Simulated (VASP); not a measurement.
Write the native input for VASP 6.6.1 that does the following.

| Property | Result |
| --- | --- |
| Task | single point |
| Functional | LDA |
| Potentials or basis | VASP PAW LDA potentials, release 64 (Sn_d, V_sv) |
| Cutoff | 520 eV |
| k mesh | 5 × 5 × 5 |
| Occupations | gaussian, width 0.1 eV |
| Spin | no spin polarisation |
| Dipole correction | no |
| Further INCAR settings | ALGO = Normal; EDIFF = 1e-06; NBANDS = 63 |

The structure of V3Sn lies in POSCAR:

```
V3Sn
1.0
    4.9310000000      0.0000000000      0.0000000000
    0.0000000000      4.9310000000      0.0000000000
    0.0000000000      0.0000000000      4.9310000000
Sn V
2 6
Direct
    0.0000000000      0.0000000000      0.0000000000
    0.5000000000      0.5000000000      0.5000000000
    0.2500000000      0.0000000000      0.5000000000
    0.5000000000      0.7500000000      0.0000000000
    0.7500000000      0.0000000000      0.5000000000
    0.5000000000      0.2500000000      0.0000000000
    0.0000000000      0.5000000000      0.7500000000
    0.0000000000      0.5000000000      0.2500000000
```

One way to write it, as run:

INCAR

```
  PREC = Accurate
  ENCUT = 520
  EDIFF = 1E-6
  ISMEAR = 0
  SIGMA = 0.1
  LREAL = False
  LASPH = True
  NELM = 100
  ALGO = Normal
  ISIF = 2
  LWAVE = False
  LCHARG = False
  NBANDS = 63
```

KPOINTS

```
regular mesh
0
Gamma
  5 5 5
```

Potentials or basis: VASP PAW LDA potentials, release 64 (Sn_d, V_sv).

The run is started by

```console
$ cat potpaw_LDA.64/Sn_d/POTCAR potpaw_LDA.64/V_sv/POTCAR > POTCAR
$ mpirun -np 1 vasp_std > vasp.out
```

It gave:

```yaml
Pressure: -7.9 GPa
Band_gap_on_the_k_mesh: zero (bands 53 and 54 overlap by 0.22 eV)
```

Caveat: the cell stands under tension; spin-orbit coupling is left out, which moves the levels of the heavy elements.

Wall time 92 s on 1 thread of Intel(R) Xeon(R) 6975P-C (Granite Rapids) (shared host), peak memory 0.22 GiB.
